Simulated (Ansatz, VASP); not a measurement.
## One calculation of CaO, two programs

```
Ca O
1.0
     2.93517   -2.93517    0.00000
     2.93517    2.93517    0.00000
     0.00000    0.00000    6.43058
Ca O
4 4
Direct
  0.75000 0.25000 0.89178
  0.25000 0.75000 0.10822
  0.75000 0.25000 0.39178
  0.25000 0.75000 0.60822
  0.25000 0.25000 0.25000
  0.75000 0.75000 0.75000
  0.25000 0.25000 0.75000
  0.75000 0.75000 0.25000
```

Alike in both runs: functional PBEsol; k mesh 6 × 6 × 4; occupations gaussian, width 0.02 eV; no spin polarisation.

Ansatz relaxed the structure, and its values are those at the end. VASP's run is a single point on that final structure, the one shown.

|  | VASP | Ansatz |
| --- | --- | --- |
| version | VASP 6.6.1 | Ansatz 0.2.0 |
| potentials or method | VASP PAW PBE potentials, release 64 (Ca_sv, O), cutoff 520 eV | scalar-relativistic, plane waves, PAW |
| valence electrons in the cell | 64 | 64 |

```tsv
	VASP	Ansatz	Ansatz less VASP
gap on the k mesh at the Fermi level (eV)	3.24	3.25	+0.008
least direct gap on the mesh (eV)	3.37	3.38	+0.010
pressure (GPa)	0.7	0.0	-0.66
rms of the force components (eV/Å)	0.029	0.002	-0.0267
```

VASP's potentials were made for PBE, not for PBEsol. With one functional, cell and mesh, what is left measures potentials, basis and numerics. Ansatz's warnings: structure snapped to symmetry.
